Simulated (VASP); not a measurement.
Input of a VASP 6.6.1 run:

INCAR

```
  PREC = Accurate
  ENCUT = 600
  EDIFF = 1E-6
  ISMEAR = -1
  SIGMA = 0.1
  LREAL = F
  LASPH = T
  NELM = 120
  ALGO = Normal
  ISIF = 2
  LWAVE = F
  LCHARG = T
  GGA = PE
  LELF = T
  LVHAR = T
  NBANDS = 14
  GGA_COMPAT = F
```

Contents of KPOINTS:

```
Automatic mesh
0
Gamma
  13 13 13
```

File POSCAR:

```
TaC
1.0
    0.0000000000      2.2377500297      2.2377500297
    2.2377500297      0.0000000000      2.2377500297
    2.2377500297      2.2377500297      0.0000000000
Ta C
1 1
Direct
    0.0000000000      0.0000000000      0.0000000000
    0.5000000000      0.5000000000      0.5000000000
```

Potentials or basis: VASP PAW PBE potentials, release 64 (Ta_pv, C).

Launch:

```bash
$ cat potpaw_PBE.64/Ta_pv/POTCAR potpaw_PBE.64/C/POTCAR > POTCAR
$ mpirun -np 1 vasp_std > vasp.out
```

(1) Estimate the band gap on the k mesh.

(2) Predict the pressure.

## Answers

(1) zero (an odd number of electrons rules out a gap without spin polarisation).

(2) 0.6 GPa.

Caveat: spin-orbit coupling is left out, which moves the levels of the heavy elements; an odd number of electrons without spin polarisation forces a metal; a magnetic or distorted state may lie lower.
